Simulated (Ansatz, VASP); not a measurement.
## MgC2 in VASP and in Ansatz

INCAR

```
AGGAC = 1.0
AGGAX = 1.0
ALDAC = 0.0
ALDAX = 1.0
ALGO = Normal
EDIFF = 1E-7
EDIFFG = -0.01
ENCUT = 600
GGA = B5
IBRION = 2
ISIF = 3
ISMEAR = -1
LASPH = T
LCHARG = F
LREAL = F
LWAVE = F
NELM = 80
NSW = 60
PREC = Accurate
SIGMA = 0.05
```

File KPOINTS:

```
k-points
0
Gamma
  7 7 6
```

File POSCAR:

```
MgC2
1.0
    3.9507770000      0.0000000000      0.0000000000
    0.0000000000      3.9507770000      0.0000000000
    0.0000000000      0.0000000000      4.9870890000
Mg C
2 4
Direct
    0.0000000000      0.0000000000      0.5000000000
    0.5000000000      0.5000000000      0.0000000000
    0.3876550000      0.6123450000      0.5000000000
    0.1123450000      0.1123450000      0.0000000000
    0.6123450000      0.3876550000      0.5000000000
    0.8876550000      0.8876550000      0.0000000000
```

File input.yaml:

```yaml
crystal:
  lattice:
    - [3.950777, 0.0, 0.0]
    - [0.0, 3.950777, 0.0]
    - [0.0, 0.0, 4.987089]
  atoms:
    - { symbol: Mg, position: [0.0, 0.0, 0.5] }
    - { symbol: Mg, position: [0.5, 0.5, 0.0] }
    - { symbol: C, position: [0.387655, 0.612345, 0.5] }
    - { symbol: C, position: [0.112345, 0.112345, 0.0] }
    - { symbol: C, position: [0.612345, 0.387655, 0.5] }
    - { symbol: C, position: [0.887655, 0.887655, 0.0] }
hamiltonian:
  xc: blyp
  pseudopotentials: { kind: paw }
kpoints:
  mp_grid: { grid: [7, 7, 6] }
scf:
  occupations: { method: fermi_dirac, width: 0.05 }
output:
  forces: true
  stress: true
  eigenvalues: true
relax:
  f_tol: 0.01
  max_steps: 40
  cell: { stress_tol: 0.05 }
```

Alike in both runs: task relaxation of cell and atoms; functional BLYP; k mesh 7 × 7 × 6; occupations fermi-dirac, width 0.05 eV; no spin polarisation.

|  | VASP | Ansatz |
| --- | --- | --- |
| version | VASP 6.6.1 | Ansatz 0.2.0 |
| potentials or method | VASP PAW PBE potentials, release 64 (Mg, C) | Ansatz PAW |
| plane-wave cutoff (eV) | 600 | 420 |
| valence electrons in the cell | 20 | 36 |

Ansatz gave:

```
gap on the k mesh at the Fermi level, each at its own relaxed structure (eV)  : 2.97
relaxed volume (Å³/atom)                                                      : 13.34
relaxed length of the cell vector where the two differ most in proportion (Å) : 5.113
```

**Question.** What did VASP give for the same quantities?

**Answer.** gap on the k mesh at the Fermi level, each at its own relaxed structure (eV): 2.96; relaxed volume (Å³/atom): 13.28; relaxed length of the cell vector where the two differ most in proportion (Å): 5.101.

VASP's potentials were made for PBE, not for BLYP. VASP's potentials hold 20 valence electrons a cell and Ansatz's 36, so a difference there can come from the potentials and not from the codes.

Noted on Ansatz's run: odd divisions of the mesh miss points on the zone boundary, where band edges often lie, so the gap on the mesh can be too wide; the plane-wave basis is chosen anew once the cell has moved, so the energies of steps on either side of that aren't comparable.
